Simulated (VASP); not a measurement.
# Al3Co2Ni (P-3m1) in VASP: further runs, part 2 of 2

VASP 6.6.1. The steps go on from the part before.

## (4) Relaxation of cell and atoms, PBE, collinear spin, ferromagnetic start

This run uses another cell than the first one, of 12.97 Å³/atom.

File INCAR:

```
SYSTEM = Al3Co2Ni
PREC = Accurate
ENCUT = 600
EDIFF = 1E-6
ISMEAR = 0
SIGMA = 0.1
LREAL = .FALSE.
LASPH = .TRUE.
NELM = 150
ALGO = Normal
ISIF = 3
LWAVE = .FALSE.
LCHARG = .FALSE.
ISPIN = 2
MAGMOM = 0 0 0 3 3 2
LORBIT = 11
LMAXMIX = 4
GGA = PE
IBRION = 2
NSW = 90
EDIFFG = -0.04
```

File KPOINTS:

```
regular mesh
0
G
  6 6 4
  0 0 0
```

File POSCAR:

```
Al3Co2Ni
1.0
    4.1866332600      0.0000000000      0.0000000000
   -2.0933166300      3.6257307600      0.0000000000
    0.0000000000      0.0000000000      5.1275576200
Al Co Ni
3 2 1
Direct
    0.0000000000      0.0000000000      0.0000000000
    0.6666666700      0.3333333300      0.3333333300
    0.3333333300      0.6666666700      0.6666666700
    0.6666666700      0.3333333300      0.8333333300
    0.3333333300      0.6666666700      0.1666666700
    0.0000000000      0.0000000000      0.5000000000
```

Potentials or basis: VASP PAW PBE potentials, release 64 (Al, Co, Ni).

On the command line:

```bash
$ cat potpaw_PBE.64/Al/POTCAR potpaw_PBE.64/Co/POTCAR potpaw_PBE.64/Ni/POTCAR > POTCAR
$ mpirun -np 1 vasp_std > vasp.out
```

OUTCAR:

```text
SYSTEM = Al3Co2Ni
   PREC = Accurate
   ENCUT = 600
   EDIFF = 1E-6
   ISMEAR = 0
   LREAL = .FALSE.
   LASPH = .TRUE.
   NELM = 150
   ISIF = 3
   ISPIN = 2
   LORBIT = 11
   GGA = PE
   IBRION = 2
   NSW = 90
   EDIFFG = -0.04

 ion  position               nearest neighbor table
   1  0.000  0.000  0.000-   4 2.56   5 2.56   6 2.56   6 2.56   4 2.56   5 2.56   4 2.56   5 2.56
                             2 2.96   3 2.96   3 2.96   2 2.96   2 2.96   3 2.96
   2  0.667  0.333  0.333-   5 2.56   5 2.56   6 2.56   4 2.56   4 2.56   6 2.56   6 2.56   5 2.56
                             1 2.96   1 2.96   3 2.96   1 2.96   3 2.96   3 2.96
   3  0.333  0.667  0.667-   4 2.56   4 2.56   6 2.56   5 2.56   5 2.56   6 2.56   6 2.56   4 2.56
                             1 2.96   2 2.96   1 2.96   1 2.96   2 2.96   2 2.96
   4  0.667  0.333  0.833-   3 2.56   3 2.56   1 2.56   2 2.56   2 2.56   1 2.56   1 2.56   3 2.56
                             6 2.96   5 2.96   6 2.96   6 2.96   5 2.96   5 2.96
   5  0.333  0.667  0.167-   2 2.56   2 2.56   1 2.56   3 2.56   3 2.56   1 2.56   1 2.56   2 2.56
                             6 2.96   6 2.96   4 2.96   6 2.96   4 2.96   4 2.96
   6  0.000  0.000  0.500-   2 2.56   3 2.56   1 2.56   1 2.56   2 2.56   3 2.56   2 2.56   3 2.56
                             5 2.96   4 2.96   4 2.96   5 2.96   5 2.96   4 2.96

  LATTYP: Found a hexagonal cell.
 ALAT       =     4.1866332600
 C/A-ratio  =     1.2247448729

  Lattice vectors:

 A1 = (   4.1866332600,   0.0000000000,   0.0000000000)
 A2 = (  -2.0933166300,   3.6257307600,   0.0000000000)
 A3 = (   0.0000000000,   0.0000000000,   5.1275576200)

Analysis of symmetry for initial positions (statically):
=====================================================================
 Subroutine PRICEL returns:
 Original cell was already a primitive cell.

 Routine SETGRP: Setting up the symmetry group for a
 hexagonal supercell.

 Subroutine GETGRP returns: Found 12 space group operations
 (whereof 12 operations were pure point group operations)
 out of a pool of 24 trial point group operations.

The static configuration has the point symmetry D_3d.

Analysis of symmetry for dynamics (positions and initial velocities):
=====================================================================
 Subroutine PRICEL returns:
 Original cell was already a primitive cell.

 Routine SETGRP: Setting up the symmetry group for a
 hexagonal supercell.

 Subroutine GETGRP returns: Found 12 space group operations
 (whereof 12 operations were pure point group operations)
 out of a pool of 24 trial point group operations.

The dynamic configuration has the point symmetry D_3d.

Analysis of structural, dynamic, and magnetic symmetry:
=====================================================================
 Subroutine PRICEL returns:
 Original cell was already a primitive cell.

 Routine SETGRP: Setting up the symmetry group for a
 hexagonal supercell.

 Subroutine GETGRP returns: Found 12 space group operations
 (whereof 12 operations were pure point group operations)
 out of a pool of 24 trial point group operations.

The overall configuration has the point symmetry D_3d.

 Subroutine INISYM returns: Found 12 space group operations
 (whereof 12 operations are pure point group operations),
 and found     1 'primitive' translations

----------------------------------------------------------------------------------------

                                     Primitive cell

  volume of cell :      77.8343

  direct lattice vectors                    reciprocal lattice vectors
     4.186633260  0.000000000  0.000000000     0.238855409  0.137903235  0.000000000
[... 78 lines left out ...]
   dimension x,y,z NGX =    36 NGY =   36 NGZ =   42
   dimension x,y,z NGXF=    72 NGYF=   72 NGZF=   84
   ions per type =               3   2   1
   NGX,Y,Z   is equivalent  to a cutoff of  14.30, 14.30, 13.62 a.u.
   NGXF,Y,Z  is equivalent  to a cutoff of  28.59, 28.59, 27.23 a.u.
 SYSTEM =  Al3Co2Ni
   PREC   = accura    normal or accurate (medium, high low for compatibility)
   ISTART =      0    job   : 0-new  1-cont  2-samecut
   ICHARG =      2    charge: 1-file 2-atom 10-const
   ISPIN  =      2    spin polarized calculation?
   LNONCOLLINEAR =      F non collinear calculations
   LSORBIT =      F    spin-orbit coupling
   LASPH  =      T    aspherical Exc in radial PAW
   ENCUT  =  600.0 eV  44.10 Ry    6.64 a.u.   8.36  8.36 10.24*2*pi/ulx,y,z
   NELM   =    150;   NELMIN=  2; NELMDL= -5     # of ELM steps
   EDIFF  = 0.1E-05   stopping-criterion for ELM
   LREAL  =      F    real-space projection
   EDIFFG = -.4E-01   stopping-criterion for IOM
   NSW    =     90    number of steps for IOM
   IBRION =      2    ionic relax: 0-MD 1-quasi-New 2-CG
   NFREE  =      1    steps in history (QN), initial steepest desc. (CG)
   ISIF   =      3    stress and relaxation
   ISYM   =      2    0-nonsym 1-usesym 2-fastsym
   POTIM  = 0.5000    time-step for ionic-motion
   TEBEG  =    0.0;   TEEND  =   0.0 temperature during run
   PSTRESS=    0.0 pullay stress
   NELECT =      37.0000    total number of electrons
   NUPDOWN=      -1.0000    fix difference up-down
   EMIN   =  10.00;   EMAX   =-10.00  energy-range for DOS
   EFERMI =   0.00;   METHOD = LEGACY
   ISMEAR =     0;   SIGMA  =   0.10  broadening in eV -4-tet -1-fermi 0-gaus
   EFERMI_NEDOS =   21; number of points for ismear=-14 and -15
   IALGO  =     38    algorithm
   IMIX   =      4    mixing-type and parameters
     AMIX     =   0.40;   BMIX     =  1.00
     AMIX_MAG =   1.60;   BMIX_MAG =  1.00
  volume/ion in A,a.u.               =      12.97        87.54
  Fermi-wavevector in a.u.,A,eV,Ry     =   1.277669  2.414445 22.210673  1.632438
  Thomas-Fermi vector in A             =   2.410256
   LORBIT       =     11    0 simple, 1 ext, 2 COOP (PROOUT), +10 PAW based schemes
   GGA     = PE    functional components
   LHFCALC =     F    Hartree Fock is set to
   AEXX    =    0.0000 exact exchange contribution
   IVDW    =     0    specifies the selected vdW correction
   LEPSILON=     F    determine dielectric tensor
   LRPA    =     F    only Hartree local field effects (RPA)
 conjugate gradient relaxation of ions
 spin polarized calculation
 Gauss-broadening in eV      SIGMA  =   0.10
  energy-cutoff  :      600.00
  volume of cell :       77.83
 maximum number of plane-waves:      2648
 NGX is ok and might be reduce to    36
   NGX = 17   NGY = 17   NGZ = 21

--------------------------------------- Ionic step        1  -------------------------------------------

 number of electron      37.0000002 magnetization       1.4674856

 Free energy of the ion-electron system (eV)
  ---------------------------------------------------
  ext. energy  EPLUGINS =         0.00000000
  ---------------------------------------------------
  free energy    TOTEN  =       -34.10903035 eV

  energy without entropy =      -34.09775013  energy(sigma->0) =      -34.10339024

 E-fermi :   9.0539     XC(G=0): -11.7025

 val. band max:        9.0396447191   @ k =   0.3333   0.1667   0.0000
 cond. band min:       9.0570427045   @ k =   0.3333   0.1667   0.5000
 fundamental gap:      0.0173979854
 Fermi energy:         9.0539117205

 spin component 1

 k-point     1 :       0.0000    0.0000    0.0000
  band No.  band energies     occupation
      1      -1.3115      1.00000
      2       3.6706      1.00000
      3       3.7015      1.00000
      4       5.8381      1.00000
      5       5.8381      1.00000
      6       6.0942      1.00000
[... 1623 lines left out ...]
--------------------------------------- Ionic step        7  -------------------------------------------

 number of electron      36.9999996 magnetization       1.3236181

 Free energy of the ion-electron system (eV)
  ---------------------------------------------------
  ext. energy  EPLUGINS =         0.00000000
  ---------------------------------------------------
  free energy    TOTEN  =       -34.39218719 eV

  energy without entropy =      -34.37956404  energy(sigma->0) =      -34.38587561

 E-fermi :  10.2259     XC(G=0): -12.1210

 val. band max:       10.2009220105   @ k =   0.3333   0.1667   0.2500
 cond. band min:      10.2360287484   @ k =   0.1667   0.1667   0.5000
 fundamental gap:      0.0351067379
 Fermi energy:        10.2259478383

 spin component 1

 k-point     1 :       0.0000    0.0000    0.0000
  band No.  band energies     occupation
      1      -0.7973      1.00000
      2       4.4637      1.00000
      3       4.4713      1.00000
      4       6.6158      1.00000
      5       6.6158      1.00000
      6       6.8792      1.00000
[... 1417 lines left out ...]
  FREE ENERGIE OF THE ION-ELECTRON SYSTEM (eV)
  ---------------------------------------------------
  free  energy   TOTEN  =       -34.3921871854 eV

  energy  without entropy=      -34.3795640431  energy(sigma->0) =      -34.38587561

 reached required accuracy - stopping structural energy minimisation

 total charge

# of ion       s       p       d       tot
------------------------------------------
    1        0.389   0.421   0.000   0.810
    2        0.390   0.419   0.000   0.809
    3        0.390   0.419   0.000   0.809
    4        0.433   0.478   7.501   8.412
    5        0.433   0.478   7.501   8.412
    6        0.472   0.535   8.439   9.446
--------------------------------------------------
tot          2.508   2.749  23.440  28.697

 magnetization (x)

# of ion       s       p       d       tot
------------------------------------------
    1       -0.002  -0.001   0.000  -0.003
    2       -0.002   0.000   0.000  -0.002
    3       -0.002   0.000   0.000  -0.002
    4        0.014   0.003   0.561   0.579
    5        0.014   0.003   0.561   0.579
    6        0.002  -0.016   0.256   0.242
--------------------------------------------------
tot          0.025  -0.010   1.378   1.393
```

Run time: 4.5 min. Hardware: 1 thread of Intel Xeon 6975P-C (Granite Rapids), shared host; peak memory 0.33 GiB.

Results:

```yaml
Free_energy: -34.3922 eV
Relaxed_volume: 11.87 Å³/atom
Relaxed_cell: a = 4.070 Å, b = 4.070 Å, c = 4.966 Å, α = 90.00°, β = 90.00°, γ = 120.00°
Space_group_after_relaxing_to_0.1_Å: P-3m1 (No. 164)
Energy_gained_by_relaxing: 47.2 meV/atom
Ionic_steps: 7
Pressure_after_relaxing: -0.3 GPa
Largest_force_after_relaxing: 0.027 eV/Å
Net_moment: 1.32 μB per cell
Site_moments: Al -0.00; Co +0.58; Ni +0.24 μB
Valence_electrons_inside_the_program's_atomic_spheres: Al 0.81; Co 8.41; Ni 9.45
```

Forces on the atoms (eV/Å):
```
Al   0.000  0.000  0.000
Al   0.000  0.000 -0.009
Al   0.000  0.000  0.009
Co   0.000  0.000 -0.027
Co   0.000  0.000  0.027
Ni   0.000  0.000  0.000
```

Step by step:
| step | energy change (eV) | largest force (eV/Å) | pressure (GPa) | volume (Å³) |
| --- | --- | --- | --- | --- |
| 1 | 0.0000 | 0.1652 | -12.25 | 77.83 |
| 2 | -0.1583 | 0.0969 | 10.67 | 67.19 |
| 3 | -0.2813 | 0.1340 | 0.02 | 71.12 |
| 4 | -0.2812 | 0.1331 | 0.34 | 70.99 |
| 5 | -0.2826 | 0.0664 | 0.31 | 70.99 |
| 6 | -0.2829 | 0.0464 | 0.31 | 70.99 |
| 7 | -0.2832 | 0.0268 | -0.30 | 71.24 |

Final structure:
```yaml
crystal:
  lattice:
    - [4.07002, 0.00000, 0.00000]
    - [-2.03501, 3.52474, 0.00000]
    - [0.00000, 0.00000, 4.96608]
  atoms:
    - { symbol: Al, position: [0.00000, 0.00000, 0.00000] }
    - { symbol: Al, position: [0.66667, 0.33333, 0.32987] }
    - { symbol: Al, position: [0.33333, 0.66667, 0.67013] }
    - { symbol: Co, position: [0.66667, 0.33333, 0.83319] }
    - { symbol: Co, position: [0.33333, 0.66667, 0.16681] }
    - { symbol: Ni, position: [0.00000, 0.00000, 0.50000] }
```

Levels at points of the mesh, in eV from the Fermi level:
Spin up:
```
           k point  band 16  band 17  band 18  band 19  band 20  band 21  band 22  band 23
(0.00, 0.00, 0.00)    -1.21    -1.21    -1.12     2.15     2.15     2.34     2.34     4.09
(0.50, 0.00, 0.00)    -1.64    -1.63    -1.34    -0.89     0.40     0.78     1.86     2.93
(0.00, 0.00, 0.50)    -0.87    -0.87     2.20     2.20     2.25     3.20     3.20     3.34
(0.50, 0.00, 0.50)    -1.55    -1.52    -1.12    -0.47     0.60     0.90     2.53     2.93
```
Spin down:
```tsv
k point	band 16	band 17	band 18	band 19	band 20	band 21
(0.00, 0.00, 0.00)	-0.83	-0.83	-0.82	2.34	2.34	2.63
(0.50, 0.00, 0.00)	-1.29	-1.25	-0.96	-0.03	0.73	1.34
(0.00, 0.00, 0.50)	-0.04	-0.04	2.20	2.20	2.26	3.37
(0.50, 0.00, 0.50)	-1.13	-1.00	-0.81	0.31	0.93	1.40
```

## (5) Summary

```tsv
task	cell	cutoff (eV)	gap on the mesh (eV)	pressure (GPa)	moment (μB)	largest force (eV/Å)
single point	a = 4.069, b = 4.069, c = 4.966 Å, angles 90.0, 90.0, 120.0°, 6 atoms, atomic positions A	520	none	-0.1	1.32	0.01
single point	a = 4.187, b = 4.187, c = 5.128 Å, angles 90.0, 90.0, 120.0°, 6 atoms, atomic positions B	520	none	-12.3	1.47	0.17
relaxation of cell and atoms	relaxed from a = 4.187, b = 4.187, c = 5.128 Å, angles 90.0, 90.0, 120.0°, 6 atoms, atomic positions B	600	none	-0.3	1.32	0.03
```

Alike in all rows: level PBE; potentials or basis VASP PAW PBE potentials, release 64 (Al, Co, Ni); spin collinear, ferromagnetic start; k mesh 6 × 6 × 4; smearing gaussian 0.1 eV.

Caveats: the cell stands under tension (at least some runs).

Absolute energies hang on the potentials; compare differences alone.

The gap in the log of VASP goes by the Fermi energy; the results here count the filled bands.